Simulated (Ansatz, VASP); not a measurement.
## Two plane-wave programs on CdS

File INCAR:

```
PREC     = Accurate       # precision mode
ENCUT    = 520            # plane-wave cutoff, eV
EDIFF    = 1E-7           # SCF threshold, eV
ISMEAR   = -1             # smearing method
SIGMA    = 0.1            # smearing width, eV
LREAL    = False          # projectors in reciprocal space
LASPH    = True           # aspherical terms in the spheres
NELM     = 80             # most SCF steps
ALGO     = Normal         # electronic algorithm
ISIF     = 2              # what is computed and relaxed
LWAVE    = False          # write WAVECAR
LCHARG   = True           # write CHGCAR
GGA      = PE             # functional
LELF     = True           # ELF
LVHAR    = True         
NBANDS   = 16             # bands
```

The input KPOINTS:

```
Automatic mesh
0
Gamma
  13 13 13
```

The input POSCAR:

```
CdS
1.0
    0.0000000000      2.7474189770      2.7474189770
    2.7474189770      0.0000000000      2.7474189770
    2.7474189770      2.7474189770      0.0000000000
Cd S
1 1
Direct
    0.0000000000      0.0000000000      0.0000000000
    0.5000000000      0.5000000000      0.5000000000
```

Input for Ansatz:

```yaml
crystal:
  lattice:
    - [0.0, 2.747418977, 2.747418977]
    - [2.747418977, 0.0, 2.747418977]
    - [2.747418977, 2.747418977, 0.0]
  atoms:
    - { symbol: Cd, position: [0.0, 0.0, 0.0] }
    - { symbol: S, position: [0.5, 0.5, 0.5] }
kpoints:
  mp_grid: { grid: [13, 13, 13] }
scf:
  occupations: { method: fermi_dirac, width: 0.1 }
hamiltonian:
  xc: pbe
  pseudopotentials: { kind: nc }
output:
  forces: true
  stress: true
  eigenvalues: true
```

Change from the starting cell: volume scaled by 1, norm-conserving files.

Alike in both runs: task single point; functional PBE; k mesh 13 × 13 × 13; occupations fermi-dirac, width 0.1 eV; no spin polarisation.

```csv
,VASP,Ansatz
version,VASP 6.6.1,Ansatz 0.2.0
potentials or method,"VASP PAW PBE potentials, release 64 (Cd, S)",scalar-relativistic
plane-wave cutoff (eV),520,1071
valence electrons in the cell,18,26
```

|  | VASP | Ansatz | Ansatz less VASP |
| --- | --- | --- | --- |
| pressure (GPa) | 0.4 | 0.0 | -0.42 |

VASP's potentials hold 18 valence electrons a cell and Ansatz's 26, so a difference there can come from the potentials and not from the codes.
